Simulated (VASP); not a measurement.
Set up this calculation in VASP 6.6.1, as the native input.

| Property | Result |
| --- | --- |
| Task | single point |
| Functional | PBEsol |
| Potentials or basis | VASP PAW PBE potentials, release 64 (Si, C) |
| Cutoff | 520 eV |
| k mesh | 2 × 2 × 2 |
| Occupations | fermi-dirac, width 0.02 eV |
| Spin | collinear spin |
| Starting moments | [0.0, 0.0, 0.0, 0.0, 0.0, 0.0, 0.0, 0.0, 0.0, 0.0, 0.0, 0.0, 0.0, 0.0, 0.0, 0.0, 1.0] μB |
| Dipole correction | no |
| Further INCAR settings | LREAL = Auto; ALGO = Normal; EDIFF = 1e-07; NBANDS = 52 |

The structure of Si16C (a cell with a defect) lies in POSCAR:

```
Si16C
1.0
    0.0000000000      5.4300000000      5.4300000000
    5.4300000000      0.0000000000      5.4300000000
    5.4300000000      5.4300000000      0.0000000000
Si C
16 1
Direct
   -0.0119863575     -0.0117354805     -0.0072776324
    0.1512207005      0.1513594437      0.0310412660
    0.0647333673      0.0646660064      0.3903766024
    0.1251067853      0.1252896869      0.6168932273
   -0.0194939643      0.5044379902      0.0175508053
    0.1174849052      0.6163752399      0.1422756950
   -0.0187091472      0.4938435446      0.5160122133
    0.0798752963      0.6313495422      0.6488962599
    0.5044385414     -0.0192523961      0.0171648194
    0.6160896320      0.1174549930      0.1424073484
    0.4937122590     -0.0187089202      0.5161716277
    0.6316436949      0.0799454254      0.6485302583
    0.4909251301      0.4909410319      0.0104885702
    0.6066157688      0.6068029248      0.1534691912
    0.4739816796      0.4740805723      0.5293598237
    0.6080518552      0.6079955332      0.6361917515
    0.9017161532      0.9015358623      0.5492119730
```

These files were run (other wordings do the same):

INCAR

```
PREC     = Accurate       # precision mode
ENCUT    = 520            # plane-wave cutoff, eV
EDIFF    = 1E-7           # SCF threshold, eV
ISMEAR   = -1             # smearing method
SIGMA    = 0.02           # smearing width, eV
LREAL    = Auto         
LASPH    = True           # aspherical terms in the spheres
NELM     = 150            # most SCF steps
ALGO     = Normal         # electronic algorithm
ISIF     = 2              # what is computed and relaxed
LWAVE    = False          # write WAVECAR
LCHARG   = False          # write CHGCAR
ISPIN    = 2              # spin polarisation
MAGMOM   = 0 0 0 0 0 0 0 0 0 0 0 0 0 0 0 0 1 # initial moments
LORBIT   = 11             # projections on sites
GGA      = PS             # functional
NBANDS   = 52             # bands
```

KPOINTS

```
regular mesh
0
Gamma
  2 2 2
```

Potentials or basis: VASP PAW PBE potentials, release 64 (Si, C).

Run with:

```bash
$ cat potpaw_PBE.64/Si/POTCAR potpaw_PBE.64/C/POTCAR > POTCAR
$ mpirun -np 1 vasp_std > vasp.out
```

Results of the run:

```
Pressure                                              : 1.8 GPa
Largest force                                         : 0.073 eV/Å
Band gap on the k mesh                                : zero (filled and empty bands overlap)
Net moment                                            : 0.00 μB per cell
Valence electrons inside the program's atomic spheres : Si 1.68, 1.71, 1.70, 1.69, 1.67, 1.65 (each value once); C 2.47
```

Caveat: the k points lie up to 0.50 Å⁻¹ apart, too coarse for converged energies and pressures of a metal; the PAW data sets were made with another functional, which shifts forces and pressure a little.

Wall time 8.1 min on 1 thread of Intel(R) Xeon(R) Platinum 8259CL CPU @ 2.50GHz (Skylake/Cascade Lake) (shared host), peak memory 0.7 GiB.
